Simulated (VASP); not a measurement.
Here is a VASP 6.6.1 calculation.

Contents of INCAR:

```
SYSTEM = F
PREC = Accurate
ENCUT = 520
EDIFF = 1E-6
ISMEAR = -1
SIGMA = 0.05
LREAL = .FALSE.
LASPH = .TRUE.
NELM = 80
ALGO = Normal
ISIF = 2
LWAVE = .FALSE.
LCHARG = .TRUE.
GGA = PE
LELF = .TRUE.
LVHAR = .TRUE.
NBANDS = 14
```

KPOINTS

```
Automatic mesh
0
G
  17 17 17
  0 0 0
```

Contents of POSCAR:

```
F
1.0
   -1.8009145026      1.8009145026      1.1310978463
    1.8009145026     -1.8009145026      1.1310978463
    1.8009145026      1.8009145026     -1.1310978463
F
2
Direct
   -0.3750000000     -0.1250000000     -0.2500000000
    0.3750000000      0.1250000000      0.2500000000
```

Potentials or basis: VASP PAW PBE potentials, release 64 (F).

Run with:

```bash
$ cat potpaw_PBE.64/F/POTCAR > POTCAR
$ mpirun -np 1 vasp_std > vasp.out
```

(1) Predict the band gap on the k mesh.

(2) Predict the pressure.

## Answers

(1) zero (bands 7 and 8 overlap by 2.01 eV).

(2) 55.6 GPa.

Caveat: the cell stands under pressure.
